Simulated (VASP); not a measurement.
Set up this calculation in VASP 6.6.1, as the native input.

| Quantity | Value |
| --- | --- |
| Task | single point |
| Functional | r2SCAN |
| Potentials or basis | VASP PAW PBE potentials, release 64 (W_sv, S) |
| Cutoff | 520 eV |
| k mesh | 6 × 6 × 6 |
| Occupations | fermi-dirac, width 0.069 eV |
| Spin | no spin polarisation |
| Dipole correction | no |
| Further INCAR settings | ALGO = Normal; EDIFF = 1e-06; NBANDS = 20 |

Crystal: WS2.

```
W S
1.0
     1.59860    0.92295    6.08710
    -1.59860    0.92295    6.08710
     0.00000   -1.84590    6.08710
W S
1 2
Direct
  0.00206 0.99773 0.00344
  0.26817 0.24609 0.21356
  0.72000 0.76692 0.76672
```

The input as run:

POSCAR

```
WS2
1.0
    1.5985959938      0.9229498273      6.0871025276
   -1.5985959938      0.9229498273      6.0871025276
    0.0000000000     -1.8458996547      6.0871025276
W S
1 2
Direct
    0.0020633064     -0.0022679943      0.0034395604
    0.2681671401      0.2460858888      0.2135585990
    0.7200005825      0.7669198794      0.7667182666
```

INCAR.step1

```
ALGO = Normal
EDIFF = 1E-4
ENCUT = 520
GGA = PE
ISMEAR = -1
LASPH = T
LCHARG = F
LREAL = F
LWAVE = T
NBANDS = 20
NELM = 80
PREC = Accurate
SIGMA = 0.069
```

INCAR.step2

```
ALGO = Normal
EDIFF = 1E-6
ENCUT = 520
ISIF = 2
ISMEAR = -1
ISTART = 1
LASPH = T
LCHARG = F
LMIXTAU = T
LREAL = F
LWAVE = F
METAGGA = R2SCAN
NBANDS = 20
NELM = 80
PREC = Accurate
SIGMA = 0.069
```

KPOINTS

```
k-points
0
Gamma
  6 6 6
```

Potentials or basis: VASP PAW PBE potentials, release 64 (W_sv, S).

Run with:

```bash
$ cat potpaw_PBE.64/W_sv/POTCAR potpaw_PBE.64/S/POTCAR > POTCAR
$ cp INCAR.step1 INCAR
$ mpirun -np 1 vasp_std > vasp.out
$ cp INCAR.step2 INCAR
$ mpirun -np 1 vasp_std > vasp.out
```

Results of the run:

```
Pressure               : -1.3 GPa
Largest force          : 1.874 eV/Å
Band gap on the k mesh : zero (bands 13 and 14 overlap by 0.92 eV)
```

Caveat: the k points lie up to 0.38 Å⁻¹ apart, too coarse for converged energies and pressures of a metal; the PAW data sets were made with another functional, which shifts forces and pressure a little; spin-orbit coupling is left out, which moves the levels of the heavy elements.

It took 19 min on 1 thread of Intel(R) Xeon(R) Platinum 8259CL CPU @ 2.50GHz (Skylake/Cascade Lake) (shared host), peak memory 0.41 GiB.
